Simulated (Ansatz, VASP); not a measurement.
# SnO2 in VASP and in Ansatz

```xyz
3
Lattice="3.0433 0.0000 0.0000 0.0000 4.9976 0.0000 0.0000 0.0000 6.0165" Properties=species:S:1:pos:R:3 pbc="T T T"
Sn    1.5216    2.4988    0.0000
O     0.0000    2.4988    4.6672
O     0.0000    2.4988    1.3494
```

Change from the starting cell: volume scaled by 1.02.

Alike in both runs: task single point; functional PBE; k mesh 9 × 6 × 5; occupations fermi-dirac, width 0.05 eV; no spin polarisation.

|  | VASP | Ansatz |
| --- | --- | --- |
| version | VASP 6.6.1 | Ansatz 0.2.0 |
| potentials or method | VASP PAW PBE potentials, release 64 (Sn_d, O), cutoff 520 eV | all-electron LAPW, scalar-relativistic |

```tsv
	VASP	Ansatz	Ansatz less VASP
gap on the k mesh at the Fermi level (eV)	1.27	1.31	+0.034
least direct gap on the mesh (eV)	1.84	1.86	+0.023
pressure (GPa)	-0.4	-0.7	-0.28
traceless stress, the component that is largest in VASP (GPa)	0.78	1.14	+0.368
rms of the force components (eV/Å)	0.083	0.129	+0.0459
```

Atom by atom the forces differ by 0.046 eV/Å (rms over components). Ansatz ran all-electron here, and VASP with PAW potentials.
